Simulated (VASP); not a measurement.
Here is a VASP 6.6.1 calculation.

File INCAR:

```
SYSTEM = SiC
ALGO     = Normal         ! electronic algorithm
EDIFF    = 1E-6           ! SCF threshold, eV
ENCUT    = 600            ! plane-wave cutoff, eV
GGA      = PS             ! functional
GGA_COMPAT= .False.      
ISIF     = 2              ! what is computed and relaxed
ISMEAR   = -1             ! smearing method
LASPH    = .True.         ! aspherical terms in the spheres
LCHARG   = .True.         ! write CHGCAR
LELF     = .True.         ! ELF
LREAL    = .False.        ! projectors in reciprocal space
LVHAR    = .True.       
LWAVE    = .False.        ! write WAVECAR
NBANDS   = 11             ! bands
NELM     = 120            ! most SCF steps
PREC     = Accurate       ! precision mode
SIGMA    = 0.05           ! smearing width, eV
```

KPOINTS

```
k-points
0
Gamma
  9 9 9
  0 0 0
```

File POSCAR:

```
SiC
1.0
    0.0000000000      2.1790000000      2.2007900000
    2.1790000000      0.0000000000      2.2007900000
    2.1790000000      2.1790000000      0.0000000000
Si C
1 1
Direct
    0.0000000000      0.0000000000      0.0000000000
    0.7500000000      0.7500000000      0.7500000000
```

Potentials or basis: VASP PAW PBE potentials, release 64 (Si, C).

Launch:

```console
$ cat potpaw_PBE.64/Si/POTCAR potpaw_PBE.64/C/POTCAR > POTCAR
$ mpirun -np 1 vasp_std > vasp.out
```

(1) What does it give for the pressure?

(2) What does it give for the band gap on the k mesh?

Results:

(1) -2.1 GPa.

(2) 1.34 eV, indirect (least direct gap 4.50 eV).

Caveat: the PAW data sets were made with another functional, which shifts forces and pressure a little.
